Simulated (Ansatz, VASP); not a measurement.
# One calculation of ZnSeS, two programs

```
Zn Se S
1.0
     3.68491    0.00000    0.00000
     0.00000    3.68491    0.00000
     0.00000    0.00000    4.96268
Zn Se S
1 1 1
Direct
  0.00000 0.00000 0.00000
  0.50000 0.50000 0.00000
  0.50000 0.50000 0.50000
```

Change from the starting cell: species swapped into the TmCoC type (Pmmm, No. 47).

Alike in both runs: functional PBE; k mesh 12 × 12 × 10; occupations gaussian, width 0.1 eV; no spin polarisation.

Ansatz relaxed the structure, and its values are those at the end. VASP's run is a single point on that final structure, the one shown.

|  | VASP | Ansatz |
| --- | --- | --- |
| version | VASP 6.6.1 | Ansatz 0.2.0 |
| potentials or method | VASP PAW PBE potentials, release 64 (Zn, Se, S), cutoff 520 eV | scalar-relativistic, plane waves, PAW |
| valence electrons in the cell | 24 | 34 |

VASP gave:

- gap on the k mesh at the Fermi level (eV): none
- pressure (GPa): 0.1

Q: Estimate Ansatz's values.

A: gap on the k mesh at the Fermi level (eV): none; pressure (GPa): 0.0.

A gap of «none» marks a metal or a gap that the smearing closes. VASP's potentials hold 24 valence electrons a cell and Ansatz's 34, so a difference there can come from the potentials and not from the codes.
